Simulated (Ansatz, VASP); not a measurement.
## Two plane-wave programs on In7O

INCAR

```
SYSTEM = In7O
PREC = Accurate ; ENCUT = 600
EDIFF = 1E-7 ; ISMEAR = 0
SIGMA = 0.2 ; LREAL = .False.
LASPH = .True. ; NELM = 120
ALGO = Normal ; ISIF = 3
LWAVE = .False. ; LCHARG = .False.
GGA = PE ; IBRION = 2
NSW = 36 ; EDIFFG = -0.08
GGA_COMPAT = .False. ; NELMIN = 4
```

File KPOINTS:

```
Automatic mesh
0
Gamma
  3 3 3
  0 0 0
```

Contents of POSCAR:

```
In7O
1.0
    0.0000000000      4.7976809900      4.7976809900
    4.7976809900      0.0000000000      4.7976809900
    4.7976809900      4.7976809900      0.0000000000
In O
7 1
Direct
    0.2348780300      0.7651219700      0.7651219700
    0.7651219700      0.2348780300      0.2348780300
    0.7651219700      0.2348780300      0.7651219700
    0.2348780300      0.7651219700      0.2348780300
    0.7651219700      0.7651219700      0.2348780300
    0.2348780300      0.2348780300      0.7651219700
    0.2500000000      0.2500000000      0.2500000000
    0.0000000000      0.0000000000      0.0000000000
```

Input for Ansatz:

```yaml
crystal:
  lattice:
    - [0.0, 4.79768099, 4.79768099]
    - [4.79768099, 0.0, 4.79768099]
    - [4.79768099, 4.79768099, 0.0]
  atoms:
    - { symbol: In, position: [0.23487803, 0.76512197, 0.76512197] }
    - { symbol: In, position: [0.76512197, 0.23487803, 0.23487803] }
    - { symbol: In, position: [0.76512197, 0.23487803, 0.76512197] }
    - { symbol: In, position: [0.23487803, 0.76512197, 0.23487803] }
    - { symbol: In, position: [0.76512197, 0.76512197, 0.23487803] }
    - { symbol: In, position: [0.23487803, 0.23487803, 0.76512197] }
    - { symbol: In, position: [0.25, 0.25, 0.25] }
    - { symbol: O, position: [0.0, 0.0, 0.0] }
basis:
  ecutwfc: 420
kpoints:
  mp_grid: { grid: [3, 3, 3] }
hamiltonian:
  xc: pbe
scf:
  occupations: { method: gaussian, width: 0.2 }
  lower_state_search: "off"
output:
  forces: true
  stress: true
  eigenvalues: true
relax:
  adjacent_minimum: "off"
  f_tol: 0.08
  max_steps: 16
  cell: { stress_tol: 0.8 }
```

Alike in both runs: task relaxation of cell and atoms; functional PBE; k mesh 3 × 3 × 3; occupations gaussian, width 0.2 eV; no spin polarisation.

|  | VASP | Ansatz |
| --- | --- | --- |
| version | VASP 6.6.1 | Ansatz 0.2.0 |
| potentials or method | VASP PAW PBE potentials, release 64 (In_d, O), cutoff 600 eV | scalar-relativistic, plane waves, PAW |
| valence electrons in the cell | 97 | 97 |

Ansatz gave:

* gap on the k mesh at the Fermi level, each at its own relaxed structure (eV): none
* relaxed volume (Å³/atom): 28.70
* relaxed length of the cell vector where the two differ most in proportion (Å): 6.873

**Question.** What did VASP give for the same quantities?

**Answer.** gap on the k mesh at the Fermi level, each at its own relaxed structure (eV): none; relaxed volume (Å³/atom): 28.41; relaxed length of the cell vector where the two differ most in proportion (Å): 6.850.

A gap of «none» marks a metal or a gap that the smearing closes.

The k mesh is coarse, so the values compare programs but aren't converged.
